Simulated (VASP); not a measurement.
# ZnSiP2 (I-42d) in VASP: further runs, part 2 of 2

VASP 6.6.1. The steps go on from the part before.

### Step 4. Single point, LDA

This run uses another cell than the first one, of 18.27 Å³/atom.

Input file INCAR:

```
PREC = Accurate ; ENCUT = 500
EDIFF = 1E-6 ; ISMEAR = -1
SIGMA = 0.02 ; LREAL = F
LASPH = T ; NELM = 120
ALGO = Normal ; ISIF = 2
LWAVE = F ; LCHARG = F
GGA = CA ; NBANDS = 36
GGA_COMPAT = F
```

Input file KPOINTS:

```
regular mesh
0
Gamma
  6 6 6
```

Input file POSCAR:

```
ZnSiP2
1.0
   -2.6530393642      2.6530393642      5.1913261861
    2.6530393642     -2.6530393642      5.1913261861
    2.6530393642      2.6530393642     -5.1913261861
Zn P Si
2 4 2
Direct
    0.0000000000      0.0000000000      0.0000000000
    0.7500000000      0.2500000000      0.5000000000
    0.3750000000      0.3878675686      0.5128675686
    0.1378675686      0.6250000000      0.0128675686
    0.8750000000      0.8621324314      0.4871324314
    0.6121324314      0.1250000000     -0.0128675686
    0.5000000000      0.5000000000      0.0000000000
    0.2500000000      0.7500000000      0.5000000000
```

Potentials or basis: VASP PAW LDA potentials, release 64 (Zn, P, Si).

Command:

```sh
$ cat potpaw_LDA.64/Zn/POTCAR potpaw_LDA.64/P/POTCAR potpaw_LDA.64/Si/POTCAR > POTCAR
$ mpirun -np 1 vasp_std > vasp.out
```

OUTCAR:

```text
PREC = Accurate
   ENCUT = 500
   EDIFF = 1E-6
   ISMEAR = -1
   LREAL = F
   LASPH = T
   NELM = 120
   ISIF = 2
   GGA = CA

 ion  position               nearest neighbor table
   1  0.000  0.000  0.000-   3 2.32   4 2.32   6 2.32   5 2.32
   2  0.750  0.250  0.500-   4 2.32   3 2.32   5 2.32   6 2.32
   3  0.375  0.388  0.513-   7 2.24   8 2.24   2 2.32   1 2.32
   4  0.138  0.625  0.013-   8 2.24   7 2.24   1 2.32   2 2.32
   5  0.875  0.862  0.487-   7 2.24   8 2.24   1 2.32   2 2.32
   6  0.612  0.125  0.987-   7 2.24   8 2.24   2 2.32   1 2.32
   7  0.500  0.500  0.000-   3 2.24   4 2.24   5 2.24   6 2.24
   8  0.250  0.750  0.500-   4 2.24   3 2.24   5 2.24   6 2.24

  LATTYP: Found a body centered tetragonal cell.
 ALAT       =     5.3060787284
 C/A-ratio  =     1.9567467623

  Lattice vectors:

 A1 = (  -2.6530393642,   2.6530393642,   5.1913261861)
 A2 = (   2.6530393642,  -2.6530393642,   5.1913261861)
 A3 = (   2.6530393642,   2.6530393642,  -5.1913261861)

Analysis of symmetry for initial positions (statically):
[... 192 lines left out ...]

 k-point     1 :       0.0000    0.0000    0.0000
  band No.  band energies     occupation
      1      -8.3636      2.00000
      2      -5.3282      2.00000
      3      -5.3185      2.00000
      4      -5.3185      2.00000
      5      -3.7939      2.00000
      6      -2.2410      2.00000
[... 925 lines left out ...]
     35       9.5851      0.00000
     36      10.2923      0.00000

 [... further k-points ...]

------------------------ aborting loop because EDIFF is reached ----------------------------------------

  FORCE on cell =-STRESS in cart. coord.  units (eV):
  Direction    XX          YY          ZZ          XY          YZ          ZX
  --------------------------------------------------------------------------------------
  -------------------------------------------------------------------------------------
  Total        0.1150142      0.1150142      0.0984781      0.0000000      0.0000000      0.0000000
  in kB        1.2607718      1.2607718      1.0795042      0.0000000      0.0000000      0.0000000
  external PRESSURE =       1.2003493 kB  Pullay stress =       0.0000000 kB

 VOLUME and BASIS-vectors are now :
 -----------------------------------------------------------------------------
  energy-cutoff  :      500.00
  volume of cell :      146.16
      direct lattice vectors                 reciprocal lattice vectors
    -2.653039364  2.653039364  5.191326186     0.000000000  0.188463091  0.096314503
     2.653039364 -2.653039364  5.191326186     0.188463091  0.000000000  0.096314503
     2.653039364  2.653039364 -5.191326186     0.188463091  0.188463091  0.000000000

 POSITION                                       TOTAL-FORCE (eV/Angst)
 -----------------------------------------------------------------------------------
      0.00000      0.00000      0.00000         0.000000      0.000000      0.000000
     -0.00000      2.65304      2.59566         0.000000      0.000000      0.000000
      1.39480      1.32652      1.29783         0.032626      0.000000      0.000000
      1.32652     -1.25824      3.89349         0.000000      0.032626      0.000000
      1.25824      1.32652      6.48916        -0.032626      0.000000     -0.000000
      1.32652      3.91128     -1.29783         0.000000     -0.032626     -0.000000
      0.00000      0.00000      5.19133         0.000000      0.000000     -0.000000
      2.65304     -0.00000      2.59566         0.000000      0.000000      0.000000
 -----------------------------------------------------------------------------------
    total drift:                               -0.000004     -0.000004     -0.000004

  FREE ENERGIE OF THE ION-ELECTRON SYSTEM (eV)
  ---------------------------------------------------
  free  energy   TOTEN  =       -42.3887461028 eV

  energy  without entropy=      -42.3887461028  energy(sigma->0) =      -42.38874610
```

OSZICAR:

```text
N       E                     dE             d eps       ncg     rms          rms(c)
DAV:   1     0.324039785016E+03    0.32404E+03   -0.22262E+04  2160   0.146E+03
DAV:   2    -0.732905817287E+01   -0.33137E+03   -0.31464E+03  2216   0.330E+02
DAV:   3    -0.428120252218E+02   -0.35483E+02   -0.34854E+02  2544   0.109E+02
DAV:   4    -0.439911691668E+02   -0.11791E+01   -0.11736E+01  2652   0.194E+01
DAV:   5    -0.440130087728E+02   -0.21840E-01   -0.21818E-01  2644   0.281E+00    0.126E+01
DAV:   6    -0.425520837256E+02    0.14609E+01   -0.36535E+00  2912   0.502E+01    0.853E+00
DAV:   7    -0.424213882119E+02    0.13070E+00   -0.27495E+00  2428   0.113E+01    0.390E+00
DAV:   8    -0.423956614963E+02    0.25727E-01   -0.78961E-02  2688   0.165E+00    0.136E+00
DAV:   9    -0.423888714072E+02    0.67901E-02   -0.20698E-02  2792   0.885E-01    0.186E-01
DAV:  10    -0.423887481751E+02    0.12323E-03   -0.15753E-03  2532   0.284E-01    0.143E-01
DAV:  11    -0.423887446901E+02    0.34850E-05   -0.24451E-04  2652   0.112E-01    0.529E-02
DAV:  12    -0.423887480022E+02   -0.33121E-05   -0.46894E-05  3144   0.113E-01    0.147E-02
DAV:  13    -0.423887463188E+02    0.16834E-05   -0.92466E-06  3064   0.465E-02    0.858E-03
DAV:  14    -0.423887461028E+02    0.21598E-06   -0.22601E-06  1760   0.118E-02
   1 F= -.42388746E+02 E0= -.42388746E+02  d E =-.300346E-11
```

It took 4.9 min on 1 thread of Oxide Virtual Turin-like, shared host; peak memory 0.3 GiB.

Results:

```
Free energy            : -42.3887 eV
Pressure               : 0.1 GPa
Largest force          : 0.033 eV/Å
Band gap on the k mesh : 1.12 eV
```

Forces on the atoms (eV/Å):
```
Zn   0.000  0.000  0.000
Zn   0.000  0.000  0.000
P    0.033  0.000  0.000
P    0.000  0.033  0.000
P   -0.033  0.000  0.000
P    0.000 -0.033  0.000
Si   0.000  0.000  0.000
Si   0.000  0.000  0.000
```

A k mesh can miss the band edges.

### Step 5. The runs side by side

| task | level | potentials or basis | cell | gap on the mesh (eV) | pressure (GPa) | relaxed volume (Å³/atom) |
| --- | --- | --- | --- | --- | --- | --- |
| relaxation of cell and atoms | PBEsol | VASP PAW PBE potentials, release 64 (Zn, P, Si) | relaxed from a = 6.515 Å, angles 130.9, 130.9, 72.0°, 8 atoms, atomic positions A | 1.16 | 0.0 | 18.74 |
| relaxation of cell and atoms | LDA | VASP PAW LDA potentials, release 64 (Zn, P, Si) | relaxed from a = 6.515 Å, angles 130.9, 130.9, 72.0°, 8 atoms, atomic positions A | 1.12 | 0.0 | 18.30 |
| single point | LDA | VASP PAW LDA potentials, release 64 (Zn, P, Si) | a = 6.405 Å, angles 131.1, 131.1, 71.7°, 8 atoms, atomic positions B | 1.12 | 0.1 | - |

Alike in all rows: no spin polarisation; k mesh 6 × 6 × 6; cutoff (eV) 500; smearing fermi-dirac 0.02 eV.

Caveats: the PAW data sets were made with another functional, which shifts forces and pressure a little (at least some runs).

Total energies depend on the potentials used, so only differences within one code and one set of settings carry meaning.
